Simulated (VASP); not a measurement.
# Sc (Im-3m) in VASP: further runs

Sc is run at these levels: PBE; tasks: single point.

Program: VASP 6.6.1. These are calculated values, not measurements. Logs are shortened: lines on timing, memory, paths and dates and some standing lists are left out, and cuts for length are marked.

## 1. The cell of the first run

Symmetry: Im-3m, No. 229, cubic system. The conventional cell has a = 3.712 Å, b = 3.712 Å, c = 3.712 Å, α = 90.00°, β = 90.00°, γ = 90.00°. Sc (site symmetry m-3m) has 14 Sc at 3.22 to 3.71 Å within 4.2 Å.

## 2. Single point, PBE, collinear spin, zero start

INCAR

```
SYSTEM = Sc
PREC = Accurate ; ENCUT = 500
EDIFF = 1E-6 ; ISMEAR = -1
SIGMA = 0.1 ; LREAL = .False.
LASPH = .True. ; NELM = 200
ALGO = Normal ; ISIF = 2
LWAVE = .False. ; LCHARG = .False.
ISPIN = 2 ; MAGMOM = 0
LORBIT = 11 ; LMAXMIX = 4
GGA = PE ; NBANDS = 16
GGA_COMPAT = .False.
```

KPOINTS

```
Automatic mesh
0
Gamma
  8 8 8
  0 0 0
```

POSCAR

```
Sc
1.0
   -1.8562490000      1.8562490000      1.8562490000
    1.8562490000     -1.8562490000      1.8562490000
    1.8562490000      1.8562490000     -1.8562490000
Sc
1
Direct
    0.0000000000      0.0000000000      0.0000000000
```

Potentials or basis: VASP PAW PBE potentials, release 64 (Sc_sv).

The run is started by

```sh
> cat potpaw_PBE.64/Sc_sv/POTCAR > POTCAR
> mpirun -np 1 vasp_std > vasp.out
```

OUTCAR:

```text
SYSTEM = Sc
   PREC = Accurate
   ENCUT = 500
   EDIFF = 1E-6
   ISMEAR = -1
   LREAL = .False.
   LASPH = .True.
   NELM = 200
   ISIF = 2
   ISPIN = 2
   LORBIT = 11
   GGA = PE

 ion  position               nearest neighbor table
   1  0.000  0.000  0.000-

  LATTYP: Found a body centered cubic cell.
 ALAT       =     3.7124980000

  Lattice vectors:

 A1 = (  -1.8562490000,   1.8562490000,   1.8562490000)
 A2 = (   1.8562490000,  -1.8562490000,   1.8562490000)
 A3 = (   1.8562490000,   1.8562490000,  -1.8562490000)

Analysis of symmetry for initial positions (statically):
=====================================================================
 Subroutine PRICEL returns:
 Original cell was already a primitive cell.

 Routine SETGRP: Setting up the symmetry group for a
 body centered cubic supercell.

 Subroutine GETGRP returns: Found 48 space group operations
 (whereof 48 operations were pure point group operations)
 out of a pool of 48 trial point group operations.

The static configuration has the point symmetry O_h .

Analysis of symmetry for dynamics (positions and initial velocities):
=====================================================================
 Subroutine PRICEL returns:
 Original cell was already a primitive cell.

 Routine SETGRP: Setting up the symmetry group for a
 body centered cubic supercell.

 Subroutine GETGRP returns: Found 48 space group operations
 (whereof 48 operations were pure point group operations)
 out of a pool of 48 trial point group operations.

The dynamic configuration has the point symmetry O_h .

Analysis of structural, dynamic, and magnetic symmetry:
=====================================================================
 Subroutine PRICEL returns:
 Original cell was already a primitive cell.

 Routine SETGRP: Setting up the symmetry group for a
 body centered cubic supercell.

 Subroutine GETGRP returns: Found 48 space group operations
 (whereof 48 operations were pure point group operations)
 out of a pool of 48 trial point group operations.

The overall configuration has the point symmetry O_h .

 Subroutine INISYM returns: Found 48 space group operations
 (whereof 48 operations are pure point group operations),
 and found     1 'primitive' translations

----------------------------------------------------------------------------------------

                                     Primitive cell

  volume of cell :      25.5840

  direct lattice vectors                    reciprocal lattice vectors
    -1.856249000  1.856249000  1.856249000     0.000000000  0.269360414  0.269360414
     1.856249000 -1.856249000  1.856249000     0.269360414  0.000000000  0.269360414
     1.856249000  1.856249000 -1.856249000     0.269360414  0.269360414  0.000000000

  length of vectors
     3.215117579  3.215117579  3.215117579     0.380933151  0.380933151  0.380933151

  position of ions in fractional coordinates (direct lattice)
     0.000000000  0.000000000  0.000000000

  ion indices of the primitive-cell ions
   primitive index   ion index
                 1           1

----------------------------------------------------------------------------------------

 KPOINTS: Automatic mesh

Automatic generation of k-mesh.
 Grid dimensions read from file:
 generate k-points for:    8    8    8

 Generating k-lattice:

  Cartesian coordinates                     Fractional coordinates (reciprocal lattice)
     0.000000000  0.033670052  0.033670052     0.125000000  0.000000000  0.000000000
     0.033670052  0.000000000  0.033670052     0.000000000  0.125000000  0.000000000
     0.033670052  0.033670052  0.000000000     0.000000000  0.000000000  0.125000000

  Length of vectors
     0.047616644  0.047616644  0.047616644

  Shift w.r.t. Gamma in fractional coordinates (k-lattice)
     0.000000000  0.000000000  0.000000000

 Subroutine IBZKPT returns following result:
 ===========================================

 Found     29 irreducible k-points:

 Following reciprocal coordinates:
            Coordinates               Weight
  0.000000  0.000000  0.000000      1.000000
  0.125000  0.000000  0.000000     12.000000
  0.250000  0.000000  0.000000     12.000000
  0.375000  0.000000  0.000000     12.000000
  0.500000  0.000000  0.000000      6.000000
  0.125000  0.125000  0.000000     24.000000
[... 16 lines left out ...]
 -0.250000  0.250000  0.250000      6.000000
 -0.375000  0.375000  0.250000     24.000000
 [... further k-points ...]
   k-points           NKPTS =     29   k-points in BZ     NKDIM =     29   number of bands    NBANDS=     16
   number of dos      NEDOS =    301   number of ions     NIONS =      1
   total plane-waves  NPLWV =  13824
   dimension x,y,z NGX =    24 NGY =   24 NGZ =   24
   dimension x,y,z NGXF=    48 NGYF=   48 NGZF=   48
   ions per type =               1
   NGX,Y,Z   is equivalent  to a cutoff of  12.41, 12.41, 12.41 a.u.
   NGXF,Y,Z  is equivalent  to a cutoff of  24.82, 24.82, 24.82 a.u.
 SYSTEM =  Sc
   PREC   = accura    normal or accurate (medium, high low for compatibility)
   ISTART =      0    job   : 0-new  1-cont  2-samecut
   ICHARG =      2    charge: 1-file 2-atom 10-const
   ISPIN  =      2    spin polarized calculation?
   LNONCOLLINEAR =      F non collinear calculations
   LSORBIT =      F    spin-orbit coupling
   LASPH  =      T    aspherical Exc in radial PAW
   ENCUT  =  500.0 eV  36.75 Ry    6.06 a.u.   5.86  5.86  5.86*2*pi/ulx,y,z
   NELM   =    200;   NELMIN=  2; NELMDL= -5     # of ELM steps
   EDIFF  = 0.1E-05   stopping-criterion for ELM
   LREAL  =      F    real-space projection
   EDIFFG = 0.1E-04   stopping-criterion for IOM
   NSW    =      0    number of steps for IOM
   IBRION =     -1    ionic relax: 0-MD 1-quasi-New 2-CG
   NFREE  =      0    steps in history (QN), initial steepest desc. (CG)
   ISIF   =      2    stress and relaxation
   ISYM   =      2    0-nonsym 1-usesym 2-fastsym
   POTIM  = 0.5000    time-step for ionic-motion
   TEBEG  =    0.0;   TEEND  =   0.0 temperature during run
   PSTRESS=    0.0 pullay stress
   NELECT =      11.0000    total number of electrons
   NUPDOWN=      -1.0000    fix difference up-down
   EMIN   =  10.00;   EMAX   =-10.00  energy-range for DOS
   EFERMI =   0.00;   METHOD = LEGACY
   ISMEAR =    -1;   SIGMA  =   0.10  broadening in eV -4-tet -1-fermi 0-gaus
   EFERMI_NEDOS =   21; number of points for ismear=-14 and -15
   IALGO  =     38    algorithm
   IMIX   =      4    mixing-type and parameters
     AMIX     =   0.40;   BMIX     =  1.00
     AMIX_MAG =   1.60;   BMIX_MAG =  1.00
  volume/ion in A,a.u.               =      25.58       172.65
  Fermi-wavevector in a.u.,A,eV,Ry     =   1.235614  2.334972 20.772586  1.526742
  Thomas-Fermi vector in A             =   2.370256
   LORBIT       =     11    0 simple, 1 ext, 2 COOP (PROOUT), +10 PAW based schemes
   GGA     = PE    functional components
   LHFCALC =     F    Hartree Fock is set to
   AEXX    =    0.0000 exact exchange contribution
   IVDW    =     0    specifies the selected vdW correction
   LEPSILON=     F    determine dielectric tensor
   LRPA    =     F    only Hartree local field effects (RPA)
 spin polarized calculation
  energy-cutoff  :      500.00
  volume of cell :       25.58
 maximum number of plane-waves:       682
   NGX = 11   NGY = 11   NGZ = 11

 number of electron      10.9999997 magnetization      -0.0000173

 number of electron      10.9999997 magnetization       0.0000029

 Free energy of the ion-electron system (eV)
  ---------------------------------------------------
  ext. energy  EPLUGINS =         0.00000000
  ---------------------------------------------------
  free energy    TOTEN  =        -6.18337127 eV

  energy without entropy =       -6.10102842  energy(sigma->0) =       -6.14219984

 E-fermi :   3.5665     XC(G=0):  -9.7337

 val. band max:        3.5010677739   @ k =   0.2500   0.2500   0.1250
 cond. band min:       3.5879602242   @ k =   0.5000   0.5000   0.1250
 fundamental gap:      0.0868924503
 Fermi energy:         3.5664880880

 spin component 1

 k-point     1 :       0.0000    0.0000    0.0000
  band No.  band energies     occupation
      1     -46.1030      1.00000
      2     -24.5310      1.00000
      3     -24.5310      1.00000
      4     -24.5310      1.00000
      5      -1.5872      1.00000
      6       4.9804      0.00000
[... 8 lines left out ...]
     15      21.7912      0.00000
     16      23.5910      0.00000

 k-point     2 :       0.1250    0.0000    0.0000
  band No.  band energies     occupation
      1     -46.0951      1.00000
      2     -24.5831      1.00000
      3     -24.5476      1.00000
      4     -24.5312      1.00000
      5      -1.1882      1.00000
      6       4.7935      0.00000
[... 8 lines left out ...]
     15      21.0915      0.00000
     16      21.2852      0.00000
[... 387 lines left out ...]
      5       1.1266      1.00000
      6       4.1432      0.00312
[... 8 lines left out ...]
     15      23.3887      0.00000
     16      23.3887      0.00000

 k-point    24 :      -0.3750    0.3750    0.2500
  band No.  band energies     occupation
      1     -46.0364      1.00000
      2     -24.7877      1.00000
      3     -24.6916      1.00000
      4     -24.6583      1.00000
      5       2.1404      1.00000
      6       3.3990      0.84222
[... 8 lines left out ...]
     15      22.2074      0.00000
     16      23.2615      0.00000

 [... further k-points ...]

 spin component 2

 k-point     1 :       0.0000    0.0000    0.0000
  band No.  band energies     occupation
      1     -46.1030      1.00000
      2     -24.5310      1.00000
      3     -24.5310      1.00000
      4     -24.5310      1.00000
      5      -1.5872      1.00000
      6       4.9804      0.00000
[... 8 lines left out ...]
     15      21.7912      0.00000
     16      23.5910      0.00000

 k-point     2 :       0.1250    0.0000    0.0000
  band No.  band energies     occupation
      1     -46.0951      1.00000
      2     -24.5831      1.00000
      3     -24.5476      1.00000
      4     -24.5312      1.00000
      5      -1.1882      1.00000
      6       4.7935      0.00000
[... 8 lines left out ...]
     15      21.0915      0.00000
     16      21.2852      0.00000
[... 387 lines left out ...]
      5       1.1266      1.00000
      6       4.1432      0.00312
[... 8 lines left out ...]
     15      23.3887      0.00000
     16      23.3887      0.00000

 k-point    24 :      -0.3750    0.3750    0.2500
  band No.  band energies     occupation
      1     -46.0364      1.00000
      2     -24.7877      1.00000
      3     -24.6916      1.00000
      4     -24.6583      1.00000
      5       2.1404      1.00000
      6       3.3990      0.84221
[... 8 lines left out ...]
     15      22.2074      0.00000
     16      23.2616      0.00000

 [... further k-points ...]

------------------------ aborting loop because EDIFF is reached ----------------------------------------

  FORCE on cell =-STRESS in cart. coord.  units (eV):
  Direction    XX          YY          ZZ          XY          YZ          ZX
  --------------------------------------------------------------------------------------
  -------------------------------------------------------------------------------------
  Total       -0.2061175     -0.2061175     -0.2061175     -0.0000000      0.0000000     -0.0000000
  in kB      -12.9079356    -12.9079356    -12.9079356     -0.0000000      0.0000000     -0.0000000
  external PRESSURE =     -12.9079356 kB  Pullay stress =       0.0000000 kB

 VOLUME and BASIS-vectors are now :
 -----------------------------------------------------------------------------
  energy-cutoff  :      500.00
  volume of cell :       25.58
      direct lattice vectors                 reciprocal lattice vectors
    -1.856249000  1.856249000  1.856249000     0.000000000  0.269360414  0.269360414
     1.856249000 -1.856249000  1.856249000     0.269360414  0.000000000  0.269360414
     1.856249000  1.856249000 -1.856249000     0.269360414  0.269360414  0.000000000

 POSITION                                       TOTAL-FORCE (eV/Angst)
 -----------------------------------------------------------------------------------
      0.00000      0.00000      0.00000         0.000000     -0.000000      0.000000
 -----------------------------------------------------------------------------------
    total drift:                               -0.000000      0.000000      0.000000

  FREE ENERGIE OF THE ION-ELECTRON SYSTEM (eV)
  ---------------------------------------------------
  free  energy   TOTEN  =        -6.1833712667 eV

  energy  without entropy=       -6.1010284193  energy(sigma->0) =       -6.14219984

 total charge

# of ion       s       p       d       tot
------------------------------------------
    1        2.262   6.103   0.965   9.331

 magnetization (x)

# of ion       s       p       d       tot
------------------------------------------
    1        0.000   0.000   0.000   0.000
```

It took 22 s on 1 thread of AMD EPYC 9R14 (Zen 4), shared host; peak memory 0.12 GiB.

Results:

```
Free energy                                           : -6.1834 eV
Pressure                                              : -1.3 GPa
Net moment                                            : 0.00 μB per cell
Valence electrons inside the program's atomic spheres : Sc 9.33
```

## 3. Single point, PBE, collinear spin, zero start

INCAR

```
  PREC = Accurate
  ENCUT = 500
  EDIFF = 1E-6
  ISMEAR = -1
  SIGMA = 0.1
  LREAL = F
  LASPH = T
  NELM = 200
  ALGO = Normal
  ISIF = 2
  LWAVE = F
  LCHARG = F
  ISPIN = 2
  MAGMOM = 0
  LORBIT = 11
  LMAXMIX = 4
  GGA = PE
  NBANDS = 16
  GGA_COMPAT = F
```

KPOINTS

```
regular mesh
0
Gamma
  8 8 8
```

POSCAR is that of step 2.

Potentials or basis: VASP PAW PBE potentials, release 64 (Sc_sv).

The run is started by

```sh
> cat potpaw_PBE.64/Sc_sv/POTCAR > POTCAR
> mpirun -np 1 vasp_std > vasp.out
```

Wall time 23 s (1 thread of AMD EPYC 9R14 (Zen 4), shared host); peak memory 0.12 GiB.

Results (log left out):

```yaml
Free_energy: -6.1834 eV
Pressure: -1.3 GPa
Net_moment: 0.00 μB per cell
Valence_electrons_inside_the_program's_atomic_spheres: Sc 9.33
```

Levels at points of the mesh, in eV from the Fermi level:
Spin up:
```tsv
k point	band 2	band 3	band 4	band 5	band 6	band 7	band 8	band 9
(0.00, 0.00, 0.00)	-28.10	-28.10	-28.10	-5.15	1.41	1.41	1.41	2.76
(0.50, 0.00, 0.00)	-28.44	-28.21	-28.10	-1.72	0.30	0.39	2.72	3.04
(0.50, 0.50, 0.50)	-28.34	-28.34	-28.34	-1.13	-1.13	3.71	3.71	3.71
```
Spin down:
```csv
k point,band 1,band 2,band 3,band 4,band 5,band 6,band 7,band 8,band 9,band 10
"(0.00, 0.00, 0.00)",-49.67,-28.10,-28.10,-28.10,-5.15,1.41,1.41,1.41,2.76,2.76
"(0.50, 0.00, 0.00)",-49.62,-28.44,-28.21,-28.10,-1.72,0.30,0.39,2.72,3.04,3.98
"(0.50, 0.50, 0.50)",-49.58,-28.34,-28.34,-28.34,-1.13,-1.13,3.71,3.71,3.71,5.96
```
